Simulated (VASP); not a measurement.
# SnO2 (P4_2/mnm) in VASP: single point with PBE0

Aim: the single point of SnO2 with PBE0.

All numbers are computed with VASP 6.6.1; they aren't measurements. Logs are shortened: lines on timing, memory, paths and dates and some standing lists are left out, and cuts for length are marked.

## 1. The cell of the first run

Symmetry: P4_2/mnm, No. 136, tetragonal system. The conventional cell has a = 4.738 Å, b = 4.738 Å, c = 3.187 Å, α = 90.00°, β = 90.00°, γ = 90.00°. Sn (site symmetry mmm) has 6 O at 2.05 to 2.06 Å within 2.7 Å. Within 2.7 Å of O (site symmetry m2m) lie 3 Sn at 2.05 to 2.06 Å and 1 O at 2.59 Å.

## 2. Single point, PBE0

Contents of POSCAR:

```
SnO2
1.0
    4.7380000000      0.0000000000      0.0000000000
    0.0000000000      4.7380000000      0.0000000000
    0.0000000000      0.0000000000      3.1865000000
Sn O
2 4
Direct
    0.5000000000      0.5000000000      0.5000000000
    0.0000000000      0.0000000000      0.0000000000
    0.8071000000      0.1929000000      0.5000000000
    0.6929000000      0.6929000000      0.0000000000
    0.1929000000      0.8071000000      0.5000000000
    0.3071000000      0.3071000000      0.0000000000
```

Contents of INCAR.step1:

```
SYSTEM = SnO2
PREC = Accurate ; ENCUT = 520
EDIFF = 1E-5 ; ISMEAR = 0
SIGMA = 0.01 ; LREAL = .False.
LASPH = .True. ; NELM = 60
ALGO = Normal ; ISIF = 2
LWAVE = .True. ; NBANDS = 35
GGA = PE ; KPAR = 4
```

Contents of INCAR.step2:

```
SYSTEM = SnO2
PREC = Accurate ; ENCUT = 520
EDIFF = 1E-6 ; ISMEAR = 0
SIGMA = 0.01 ; LREAL = .False.
LASPH = .True. ; NELM = 60
ALGO = Normal ; ISIF = 2
LWAVE = .False. ; LCHARG = .True.
GGA = PE ; LHFCALC = .True.
AEXX = 0.25 ; PRECFOCK = Fast
LVHAR = .True. ; NBANDS = 35
ISTART = 1 ; KPAR = 4
```

Contents of KPOINTS:

```
Automatic mesh
0
Gamma
  4 4 6
  0 0 0
```

Potentials or basis: VASP PAW PBE potentials, release 64 (Sn_d, O).

The run is started by

```sh
$ cat potpaw_PBE.64/Sn_d/POTCAR potpaw_PBE.64/O/POTCAR > POTCAR
$ cp INCAR.step1 INCAR
$ mpirun -np 4 vasp_std > vasp.out
$ cp INCAR.step2 INCAR
$ mpirun -np 4 vasp_std > vasp.out
```

OUTCAR:

```text
SYSTEM = SnO2
   PREC = Accurate
   ENCUT = 520
   EDIFF = 1E-6
   ISMEAR = 0
   LREAL = .False.
   LASPH = .True.
   NELM = 60
   ISIF = 2
   GGA = PE
   LHFCALC = .True.
   AEXX = 0.25
   PRECFOCK = Fast
   ISTART = 1

 ion  position               nearest neighbor table
   1  0.500  0.500  0.500-   4 2.05   6 2.05   4 2.05   6 2.05   5 2.06   3 2.06   2 3.71   2 3.71
                             2 3.71   2 3.71   2 3.71   2 3.71   2 3.71   2 3.71
   2  0.000  0.000  0.000-   3 2.05   5 2.05   3 2.05   5 2.05   4 2.06   6 2.06   1 3.71   1 3.71
                             1 3.71   1 3.71   1 3.71   1 3.71   1 3.71   1 3.71
   3  0.807  0.193  0.500-   2 2.05   2 2.05   1 2.06
   4  0.693  0.693  0.000-   1 2.05   1 2.05   2 2.06
   5  0.193  0.807  0.500-   2 2.05   2 2.05   1 2.06
   6  0.307  0.307  0.000-   1 2.05   1 2.05   2 2.06

  LATTYP: Found a simple tetragonal cell.
 ALAT       =     4.7380000000
 C/A-ratio  =     0.6725411566

  Lattice vectors:

 A1 = (   4.7380000000,   0.0000000000,   0.0000000000)
 A2 = (   0.0000000000,   4.7380000000,   0.0000000000)
 A3 = (   0.0000000000,   0.0000000000,   3.1865000000)

Analysis of symmetry for initial positions (statically):
=====================================================================
 Subroutine PRICEL returns:
 Original cell was already a primitive cell.

 Routine SETGRP: Setting up the symmetry group for a
 simple tetragonal supercell.

 Subroutine GETGRP returns: Found 16 space group operations
 (whereof  8 operations were pure point group operations)
 out of a pool of 16 trial point group operations.

The static configuration has the point symmetry D_2h.
 The point group associated with its full space group is D_4h.

Analysis of symmetry for dynamics (positions and initial velocities):
=====================================================================
 Subroutine PRICEL returns:
 Original cell was already a primitive cell.

 Routine SETGRP: Setting up the symmetry group for a
 simple tetragonal supercell.

 Subroutine GETGRP returns: Found 16 space group operations
 (whereof  8 operations were pure point group operations)
 out of a pool of 16 trial point group operations.

The dynamic configuration has the point symmetry D_2h.
 The point group associated with its full space group is D_4h.

 Subroutine INISYM returns: Found 16 space group operations
 (whereof  8 operations are pure point group operations),
 and found     1 'primitive' translations

----------------------------------------------------------------------------------------

                                     Primitive cell

  volume of cell :      71.5326

  direct lattice vectors                    reciprocal lattice vectors
     4.738000000  0.000000000  0.000000000     0.211059519  0.000000000  0.000000000
     0.000000000  4.738000000  0.000000000     0.000000000  0.211059519  0.000000000
     0.000000000  0.000000000  3.186500000     0.000000000  0.000000000  0.313823945

  length of vectors
     4.738000000  4.738000000  3.186500000     0.211059519  0.211059519  0.313823945

  position of ions in fractional coordinates (direct lattice)
     0.500000000  0.500000000  0.500000000
     0.000000000  0.000000000  0.000000000
     0.807100000  0.192900000  0.500000000
     0.692900000  0.692900000  0.000000000
     0.192900000  0.807100000  0.500000000
     0.307100000  0.307100000  0.000000000

  ion indices of the primitive-cell ions
   primitive index   ion index
                 1           1
                 2           2
                 3           3
                 4           4
                 5           5
                 6           6

----------------------------------------------------------------------------------------

 KPOINTS: Automatic mesh

Automatic generation of k-mesh.
 Grid dimensions read from file:
 generate k-points for:    4    4    6

 Generating k-lattice:

  Cartesian coordinates                     Fractional coordinates (reciprocal lattice)
     0.052764880  0.000000000  0.000000000     0.250000000  0.000000000  0.000000000
     0.000000000  0.052764880  0.000000000     0.000000000  0.250000000  0.000000000
     0.000000000  0.000000000  0.052303991     0.000000000  0.000000000  0.166666667

  Length of vectors
     0.052764880  0.052764880  0.052303991

  Shift w.r.t. Gamma in fractional coordinates (k-lattice)
     0.000000000  0.000000000  0.000000000

 Subroutine IBZKPT returns following result:
 ===========================================

 Found     24 irreducible k-points:

 Following reciprocal coordinates:
            Coordinates               Weight
  0.000000  0.000000  0.000000      1.000000
  0.250000  0.000000  0.000000      4.000000
  0.500000  0.000000  0.000000      2.000000
  0.250000  0.250000  0.000000      4.000000
  0.500000  0.250000  0.000000      4.000000
  0.500000  0.500000  0.000000      1.000000
[... 16 lines left out ...]
  0.500000  0.250000  0.500000      4.000000
  0.500000  0.500000  0.500000      1.000000
   k-points           NKPTS =     24   k-points in BZ     NKDIM =     96   number of bands    NBANDS=     35
   number of dos      NEDOS =    301   number of ions     NIONS =      6
   total plane-waves  NPLWV =  31104
   dimension x,y,z NGX =    36 NGY =   36 NGZ =   24
   dimension x,y,z NGXF=    72 NGYF=   72 NGZF=   48
   ions per type =               2   4
   NGX,Y,Z   is equivalent  to a cutoff of  12.63, 12.63, 12.52 a.u.
   NGXF,Y,Z  is equivalent  to a cutoff of  25.26, 25.26, 25.04 a.u.
 SYSTEM =  SnO2
   PREC   = accura    normal or accurate (medium, high low for compatibility)
   ISTART =      1    job   : 0-new  1-cont  2-samecut
   ICHARG =      0    charge: 1-file 2-atom 10-const
   ISPIN  =      1    spin polarized calculation?
   LNONCOLLINEAR =      F non collinear calculations
   LSORBIT =      F    spin-orbit coupling
   LASPH  =      T    aspherical Exc in radial PAW
   ENCUT  =  520.0 eV  38.22 Ry    6.18 a.u.   8.81  8.81  5.92*2*pi/ulx,y,z
   NELM   =     60;   NELMIN=  2; NELMDL=  0     # of ELM steps
   EDIFF  = 0.1E-05   stopping-criterion for ELM
   LREAL  =      F    real-space projection
   EDIFFG = 0.1E-04   stopping-criterion for IOM
   NSW    =      0    number of steps for IOM
   IBRION =     -1    ionic relax: 0-MD 1-quasi-New 2-CG
   NFREE  =      0    steps in history (QN), initial steepest desc. (CG)
   ISIF   =      2    stress and relaxation
   ISYM   =      3    0-nonsym 1-usesym 2-fastsym
   POTIM  = 0.5000    time-step for ionic-motion
   TEBEG  =    0.0;   TEEND  =   0.0 temperature during run
   PSTRESS=    0.0 pullay stress
   NELECT =      52.0000    total number of electrons
   NUPDOWN=      -1.0000    fix difference up-down
   EMIN   =  10.00;   EMAX   =-10.00  energy-range for DOS
   EFERMI =   0.00;   METHOD = LEGACY
   ISMEAR =     0;   SIGMA  =   0.01  broadening in eV -4-tet -1-fermi 0-gaus
   EFERMI_NEDOS =   21; number of points for ismear=-14 and -15
   IALGO  =     38    algorithm
   IMIX   =      1    mixing-type and parameters
     AMIX     =   0.40;   BMIX     =  1.00
     AMIX_MAG =   1.60;   BMIX_MAG =  1.00
  volume/ion in A,a.u.               =      11.92        80.45
  Fermi-wavevector in a.u.,A,eV,Ry     =   1.472000  2.781677 29.480903  2.166785
  Thomas-Fermi vector in A             =   2.587068
   LORBIT       =      0    0 simple, 1 ext, 2 COOP (PROOUT), +10 PAW based schemes
   GGA     = PE    functional components
   LHFCALC =     T    Hartree Fock is set to
   PRECFOCK=fast      Normal, Fast or Accurate (Low or Medium for compatibility)
   ENCUT4O =  -1.0   cutoff for four orbital integrals eV
   NKREDX  =     1    reduce k-point grid by
   NKREDY  =     1    reduce k-point grid by
   NKREDZ  =     1    reduce k-point grid by
   AEXX    =    0.2500 exact exchange contribution
   HFSCREEN=    0.0000 screening length (either q_TF or 0.3 A-1)
   HFSCREENC=   0.0000 screening length for correlation (either q_TF or 0.3 A-1)
   ENCUTFOCK=  -1.0 apply spherical cutoff to Coloumb kernel
   IVDW    =     0    specifies the selected vdW correction
   LEPSILON=     F    determine dielectric tensor
   LRPA    =     F    only Hartree local field effects (RPA)
 non-spin polarized calculation
 Gauss-broadening in eV      SIGMA  =   0.01
  energy-cutoff  :      520.00
  volume of cell :       71.53
 maximum number of plane-waves:      1992
 NGX is ok and might be reduce to    36
  NGX = 20; NGY = 20; NGZ = 14

 number of electron      51.9999993 magnetization

 Free energy of the ion-electron system (eV)
  ---------------------------------------------------
  ext. energy  EPLUGINS =         0.00000000
  ---------------------------------------------------
  free energy    TOTEN  =       -50.58369534 eV

  energy without entropy =      -50.58369534  energy(sigma->0) =      -50.58369534

 E-fermi :   4.5512     XC(G=0):  -8.8341

 val. band max:        4.3914138446   @ k =   0.0000   0.0000   0.0000
 cond. band min:       8.1571994153   @ k =   0.0000   0.0000   0.0000
 fundamental gap:      3.7657855707
 Fermi energy:         4.5511992179

 k-point     1 :       0.0000    0.0000    0.0000
  band No.  band energies     occupation
      1     -18.0989      2.00000
      2     -17.2080      2.00000
      3     -16.8825      2.00000
      4     -16.8825      2.00000
      5     -16.8490      2.00000
      6     -16.7957      2.00000
[... 27 lines left out ...]
     34      19.6731      0.00000
     35      19.9031      0.00000

 k-point     2 :       0.2500    0.0000    0.0000
  band No.  band energies     occupation
      1     -17.9934      2.00000
      2     -17.3437      2.00000
      3     -16.8791      2.00000
      4     -16.8789      2.00000
      5     -16.8575      2.00000
      6     -16.8528      2.00000
[... 27 lines left out ...]
     34      19.5054      0.00000
     35      19.8357      0.00000
[... 796 lines left out ...]
     34      19.1338      0.00000
     35      20.0900      0.00000

 k-point    24 :       0.5000    0.5000    0.5000
  band No.  band energies     occupation
      1     -17.8352      2.00000
      2     -17.8352      2.00000
      3     -17.2804      2.00000
      4     -17.2804      2.00000
      5     -16.6836      2.00000
      6     -16.6836      2.00000
[... 27 lines left out ...]
     34      18.8035      0.00000
     35      20.3917      0.00000

------------------------ aborting loop because EDIFF is reached ----------------------------------------

  FORCE on cell =-STRESS in cart. coord.  units (eV):
  Direction    XX          YY          ZZ          XY          YZ          ZX
  --------------------------------------------------------------------------------------
  -------------------------------------------------------------------------------------
  Total        1.0434748      1.0434748      1.2650922     -0.0000000      0.0000000      0.0000000
  in kB       23.3716032     23.3716032     28.3353586     -0.0000000      0.0000000      0.0000000
  external PRESSURE =      25.0261884 kB  Pullay stress =       0.0000000 kB

 VOLUME and BASIS-vectors are now :
 -----------------------------------------------------------------------------
  energy-cutoff  :      520.00
  volume of cell :       71.53
      direct lattice vectors                 reciprocal lattice vectors
     4.738000000  0.000000000  0.000000000     0.211059519  0.000000000  0.000000000
     0.000000000  4.738000000  0.000000000     0.000000000  0.211059519  0.000000000
     0.000000000  0.000000000  3.186500000     0.000000000  0.000000000  0.313823945

 POSITION                                       TOTAL-FORCE (eV/Angst)
 -----------------------------------------------------------------------------------
      2.36900      2.36900      1.59325         0.000000     -0.000000      0.000000
      0.00000      0.00000      0.00000         0.000000     -0.000000      0.000000
      3.82404      0.91396      1.59325        -0.142898      0.142898     -0.000000
      3.28296      3.28296      0.00000         0.142898      0.142898     -0.000000
      0.91396      3.82404      1.59325         0.142898     -0.142898      0.000000
      1.45504      1.45504      0.00000        -0.142898     -0.142898      0.000000
 -----------------------------------------------------------------------------------
    total drift:                               -0.000001      0.000002      0.000000

  FREE ENERGIE OF THE ION-ELECTRON SYSTEM (eV)
  ---------------------------------------------------
  free  energy   TOTEN  =       -50.5836953412 eV

  energy  without entropy=      -50.5836953412  energy(sigma->0) =      -50.58369534
```

Wall time 18 min (4 MPI ranks of Intel Xeon Platinum 8559C (Emerald Rapids), shared host); peak memory 0.23 GiB.

Results:

```
Free energy            : -50.5837 eV
Pressure               : 2.5 GPa
Largest force          : 0.202 eV/Å
Band gap on the k mesh : 3.77 eV
```

Forces in eV/Å, atoms in the order of the input:
```
Sn   0.000  0.000  0.000
Sn   0.000  0.000  0.000
O   -0.143  0.143  0.000
O    0.143  0.143  0.000
O    0.143 -0.143  0.000
O   -0.143 -0.143  0.000
```

Caveat: the PAW data sets were made with another functional, which shifts forces and pressure a little; spin-orbit coupling is left out, which moves the levels of the heavy elements.
